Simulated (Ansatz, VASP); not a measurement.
# Rh: VASP beside Ansatz

```
Rh
1.0
     0.00000    1.96894    1.81142
     1.96894    0.00000    1.81142
     1.96894    1.96894    0.00000
Rh
1
Cartesian
  0.0000 0.0000 0.0000
```

Alike in both runs: task single point; functional PBE; k mesh 30 × 30 × 30; occupations gaussian, width 0.15 eV; no spin polarisation.

|  | VASP | Ansatz |
| --- | --- | --- |
| version | VASP 6.6.1 | Ansatz 0.2.0 |
| potentials or method | VASP PAW PBE potentials, release 64 (Rh_pv), cutoff 520 eV | scalar-relativistic, plane waves, PAW |
| valence electrons in the cell | 15 | 17 |

VASP gave:

```
gap on the k mesh at the Fermi level (eV)                     : none
pressure (GPa)                                                : 1.0
traceless stress, the component that is largest in VASP (GPa) : 11.39
```

Problem. Which values does Ansatz return?

Solution. gap on the k mesh at the Fermi level (eV): none; pressure (GPa): 1.0; traceless stress, the component that is largest in VASP (GPa): 11.41.

A gap of «none» marks a metal or a gap that the smearing closes. The functional is the same, so the differences come from potentials, cutoffs and numerics. VASP's potentials hold 15 valence electrons a cell and Ansatz's 17, so a difference there can come from the potentials and not from the codes.
